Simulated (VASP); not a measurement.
Write the native input for VASP 6.6.1 that does the following.

```
Task                   : single point
Functional             : PBE
Dispersion             : D3(BJ)
Potentials or basis    : VASP PAW PBE potentials, release 64 (Sr_sv, O)
Cutoff                 : 600 eV
k mesh                 : 6 × 6 × 6
Occupations            : gaussian, width 0.01 eV
Spin                   : no spin polarisation
Dipole correction      : no
Further INCAR settings : ALGO = Normal; EDIFF = 1e-06; NBANDS = 15
```

The structure of SrO lies in POSCAR:

```
SrO
1.0
    0.0000000000      2.5798923271      2.5798923271
    2.5798923271      0.0000000000      2.5798923271
    2.5798923271      2.5798923271      0.0000000000
Sr O
1 1
Direct
    0.0000000000      0.0000000000      0.0000000000
    0.5000000000      0.5000000000      0.5000000000
```

One way to write it, as run:

INCAR

```
SYSTEM = SrO
PREC     = Accurate       ! precision mode
ENCUT    = 600            ! plane-wave cutoff, eV
EDIFF    = 1E-6           ! SCF threshold, eV
ISMEAR   = 0              ! smearing method
SIGMA    = 0.01           ! smearing width, eV
LREAL    = .FALSE.        ! projectors in reciprocal space
LASPH    = .TRUE.         ! aspherical terms in the spheres
NELM     = 120            ! most SCF steps
ALGO     = Normal         ! electronic algorithm
ISIF     = 2              ! what is computed and relaxed
LWAVE    = .FALSE.        ! write WAVECAR
LCHARG   = .FALSE.        ! write CHGCAR
GGA      = PE             ! functional
IVDW     = 12             ! dispersion correction
NBANDS   = 15             ! bands
GGA_COMPAT= .FALSE.
```

KPOINTS

```
Automatic mesh
0
G
  6 6 6
  0 0 0
```

Potentials or basis: VASP PAW PBE potentials, release 64 (Sr_sv, O).

Run with:

```console
$ cat potpaw_PBE.64/Sr_sv/POTCAR potpaw_PBE.64/O/POTCAR > POTCAR
$ mpirun -np 1 vasp_std > vasp.out
```

It gave:

```
Pressure                   : -0.1 GPa
Band gap on the k mesh     : 3.27 eV (least direct gap 3.37 eV)
Dispersion energy per atom : -0.243 eV
```

It took 21 s on 1 thread of Intel(R) Xeon(R) Platinum 8259CL CPU @ 2.50GHz (Skylake/Cascade Lake) (shared host), peak memory 0.17 GiB.
